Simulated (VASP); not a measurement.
# As (Pm-3m) in VASP: notebook, part 2 of 2

VASP 6.6.1. The steps go on from the part before.

**3. Single point, revPBE**

File INCAR:

```
SYSTEM = As
  ALGO = Normal
  EDIFF = 1E-6
  ENCUT = 520
  GGA = RE
  ISIF = 2
  ISMEAR = -1
  LASPH = .TRUE.
  LCHARG = .TRUE.
  LELF = .TRUE.
  LREAL = .FALSE.
  LVHAR = .TRUE.
  LWAVE = .FALSE.
  NBANDS = 8
  NELM = 60
  PREC = Accurate
  SIGMA = 0.1
```

File KPOINTS:

```
k-points
0
G
  13 13 13
  0 0 0
```

File POSCAR:

```
As
1.0
    2.7480308684      0.0000000000      0.0000000000
    0.0000000000      2.7480308684      0.0000000000
    0.0000000000      0.0000000000      2.7480308684
As
1
Direct
    0.0000000000      0.0000000000      0.0000000000
```

Potentials or basis: VASP PAW PBE potentials, release 64 (As).

The run is started by

```console
$ cat potpaw_PBE.64/As/POTCAR > POTCAR
$ mpirun -np 1 vasp_std > vasp.out
```

OUTCAR:

```text
SYSTEM = As
   EDIFF = 1E-6
   ENCUT = 520
   GGA = RE
   ISIF = 2
   ISMEAR = -1
   LASPH = .TRUE.
   LREAL = .FALSE.
   NELM = 60
   PREC = Accurate

 ion  position               nearest neighbor table
   1  0.000  0.000  0.000-

  LATTYP: Found a simple cubic cell.
 ALAT       =     2.7480308684

  Lattice vectors:

 A1 = (   2.7480308684,   0.0000000000,   0.0000000000)
 A2 = (   0.0000000000,   2.7480308684,   0.0000000000)
 A3 = (   0.0000000000,   0.0000000000,   2.7480308684)

Analysis of symmetry for initial positions (statically):
=====================================================================
 Subroutine PRICEL returns:
 Original cell was already a primitive cell.

 Routine SETGRP: Setting up the symmetry group for a
 simple cubic supercell.

 Subroutine GETGRP returns: Found 48 space group operations
 (whereof 48 operations were pure point group operations)
 out of a pool of 48 trial point group operations.

The static configuration has the point symmetry O_h .

Analysis of symmetry for dynamics (positions and initial velocities):
=====================================================================
 Subroutine PRICEL returns:
 Original cell was already a primitive cell.

 Routine SETGRP: Setting up the symmetry group for a
 simple cubic supercell.

 Subroutine GETGRP returns: Found 48 space group operations
 (whereof 48 operations were pure point group operations)
 out of a pool of 48 trial point group operations.

The dynamic configuration has the point symmetry O_h .

 Subroutine INISYM returns: Found 48 space group operations
 (whereof 48 operations are pure point group operations),
 and found     1 'primitive' translations

----------------------------------------------------------------------------------------

                                     Primitive cell
[... 107 lines left out ...]
   IMIX   =      4    mixing-type and parameters
     AMIX     =   0.40;   BMIX     =  1.00
     AMIX_MAG =   1.60;   BMIX_MAG =  1.00
  volume/ion in A,a.u.               =      20.75       140.04
  Fermi-wavevector in a.u.,A,eV,Ry     =   1.018693  1.925050 14.119241  1.037735
  Thomas-Fermi vector in A             =   2.152165
   LORBIT       =      0    0 simple, 1 ext, 2 COOP (PROOUT), +10 PAW based schemes
   GGA     = RE    functional components
   LHFCALC =     F    Hartree Fock is set to
   AEXX    =    0.0000 exact exchange contribution
   IVDW    =     0    specifies the selected vdW correction
   LEPSILON=     F    determine dielectric tensor
   LRPA    =     F    only Hartree local field effects (RPA)
 non-spin polarized calculation
  energy-cutoff  :      520.00
  volume of cell :       20.75
 maximum number of plane-waves:       587
   NGX = 11   NGY = 11   NGZ = 11

 number of electron       5.0000000 magnetization

 Free energy of the ion-electron system (eV)
  ---------------------------------------------------
  ext. energy  EPLUGINS =         0.00000000
  ---------------------------------------------------
  free energy    TOTEN  =        -4.24771119 eV

  energy without entropy =       -4.23786983  energy(sigma->0) =       -4.24279051

 E-fermi :   5.5494     XC(G=0): -10.1810

 val. band max:        5.5260018085   @ k =   0.3077   0.2308   0.1538
 cond. band min:       5.6504679575   @ k =   0.3077   0.2308   0.2308
 fundamental gap:      0.1244661490
 Fermi energy:         5.5493886792

 k-point     1 :       0.0000    0.0000    0.0000
  band No.  band energies     occupation
      1      -9.0810      2.00000
      2       9.4385      0.00000
      3       9.4385      0.00000
      4       9.4385      0.00000
      5      13.8799      0.00000
      6      13.8799      0.00000
      7      15.6662      0.00000
      8      29.7216      0.00000
[... 243 lines left out ...]
 k-point    24 :       0.3846    0.3077    0.0000
  band No.  band energies     occupation
      1      -5.2088      2.00000
      2       1.4995      2.00000
      3       3.7940      2.00000
      4      11.6579      0.00000
      5      12.4234      0.00000
      6      18.6389      0.00000
      7      22.1624      0.00000
      8      23.4531      0.00000

 [... further k-points ...]

------------------------ aborting loop because EDIFF is reached ----------------------------------------

  FORCE on cell =-STRESS in cart. coord.  units (eV):
  Direction    XX          YY          ZZ          XY          YZ          ZX
  --------------------------------------------------------------------------------------
  -------------------------------------------------------------------------------------
  Total       -0.0315317     -0.0315317     -0.0315317     -0.0000000     -0.0000000      0.0000000
  in kB       -2.4344087     -2.4344087     -2.4344087     -0.0000000     -0.0000000      0.0000000
  external PRESSURE =      -2.4344087 kB  Pullay stress =       0.0000000 kB

 VOLUME and BASIS-vectors are now :
 -----------------------------------------------------------------------------
  energy-cutoff  :      520.00
  volume of cell :       20.75
      direct lattice vectors                 reciprocal lattice vectors
     2.748030868  0.000000000  0.000000000     0.363896931  0.000000000  0.000000000
     0.000000000  2.748030868  0.000000000     0.000000000  0.363896931  0.000000000
     0.000000000  0.000000000  2.748030868     0.000000000  0.000000000  0.363896931

 POSITION                                       TOTAL-FORCE (eV/Angst)
 -----------------------------------------------------------------------------------
      0.00000      0.00000      0.00000         0.000000      0.000000      0.000000
 -----------------------------------------------------------------------------------
    total drift:                                0.000000     -0.000000      0.000000

  FREE ENERGIE OF THE ION-ELECTRON SYSTEM (eV)
  ---------------------------------------------------
  free  energy   TOTEN  =        -4.2477111884 eV

  energy  without entropy=       -4.2378698285  energy(sigma->0) =       -4.24279051
```

Wall time 4.9 s (1 thread of AMD EPYC 9R45 (Zen 5), shared host); peak memory 0.1 GiB.

What came out:

```yaml
Free_energy: -4.2477 eV
Pressure: -0.2 GPa
```

Caveat: the PAW data sets were made with another functional, which shifts forces and pressure a little.

**4. Single point, revPBE (volume scaled by 1.04)**

File INCAR:

```
SYSTEM = As
PREC = Accurate ; ENCUT = 520
EDIFF = 1E-7 ; ISMEAR = -1
SIGMA = 0.1 ; LREAL = .FALSE.
LASPH = .TRUE. ; NELM = 100
ALGO = Normal ; ISIF = 2
LWAVE = .FALSE. ; LCHARG = .TRUE.
GGA = RE ; LELF = .TRUE.
LVHAR = .TRUE. ; NBANDS = 8
```

File KPOINTS:

```
Automatic mesh
0
G
  13 13 13
  0 0 0
```

File POSCAR:

```
As
1.0
    2.7841933163      0.0000000000      0.0000000000
    0.0000000000      2.7841933163      0.0000000000
    0.0000000000      0.0000000000      2.7841933163
As
1
Direct
    0.0000000000      0.0000000000      0.0000000000
```

The run is started by

```console
$ cat potpaw_PBE.64/As/POTCAR > POTCAR
$ mpirun -np 1 vasp_std > vasp.out
```

Run time: 6.9 s. Hardware: 1 thread of AMD EPYC 9R45 (Zen 5), shared host; peak memory 0.11 GiB.

Results (log left out):

```yaml
Free_energy: -4.2392 eV
Pressure: -2.9 GPa
```

Levels at points of the mesh, in eV from the Fermi level:
| k point | band 1 | band 2 | band 3 | band 4 | band 5 |
| --- | --- | --- | --- | --- | --- |
| (0.00, 0.00, 0.00) | -14.29 | 3.76 | 3.76 | 3.76 | 8.31 |

Caveat: the PAW data sets were made with another functional, which shifts forces and pressure a little.

**5. Single point, revPBE (volume scaled by 1.08)**

File INCAR:

```
SYSTEM = As
ALGO = Normal
EDIFF = 1E-7
ENCUT = 520
GGA = RE
ISIF = 2
ISMEAR = -1
LASPH = .True.
LCHARG = .False.
LREAL = .False.
LWAVE = .False.
NBANDS = 8
NELM = 60
PREC = Accurate
SIGMA = 0.1
```

File KPOINTS:

```
k-points
0
Gamma
  13 13 13
  0 0 0
```

File POSCAR:

```
As
1.0
    2.8194400114      0.0000000000      0.0000000000
    0.0000000000      2.8194400114      0.0000000000
    0.0000000000      0.0000000000      2.8194400114
As
1
Direct
    0.0000000000      0.0000000000      0.0000000000
```

The run is started by

```console
$ cat potpaw_PBE.64/As/POTCAR > POTCAR
$ mpirun -np 1 vasp_std > vasp.out
```

Wall time 6.5 s (1 thread of AMD EPYC 9R45 (Zen 5), shared host); peak memory 0.11 GiB.

Results (log left out):

```yaml
Free_energy: -4.2181 eV
Pressure: -5.1 GPa
```

Levels at points of the mesh, in eV from the Fermi level:
| k point | band 1 | band 2 | band 3 | band 4 | band 5 | band 6 | band 7 |
| --- | --- | --- | --- | --- | --- | --- | --- |
| (0.00, 0.00, 0.00) | -13.97 | 3.63 | 3.63 | 3.63 | 8.30 | 8.30 | 9.52 |

Caveat: the PAW data sets were made with another functional, which shifts forces and pressure a little.

**6. The runs side by side**

```csv
cell,k mesh,gap on the mesh (eV),pressure (GPa)
"a = 2.748 Å, 1 atom",12 × 12 × 12,none,0.1
"a = 2.748 Å, 1 atom",13 × 13 × 13,none,-0.2
"a = 2.784 Å, 1 atom",13 × 13 × 13,none,-2.9
"a = 2.819 Å, 1 atom",13 × 13 × 13,none,-5.1
```

Alike in all rows: task single point; level revPBE; potentials or basis VASP PAW PBE potentials, release 64 (As); no spin polarisation; cutoff (eV) 520; smearing fermi-dirac 0.1 eV.

Caveats: the PAW data sets were made with another functional, which shifts forces and pressure a little.

Total energies depend on the potentials used, so only differences within one code and one set of settings carry meaning.
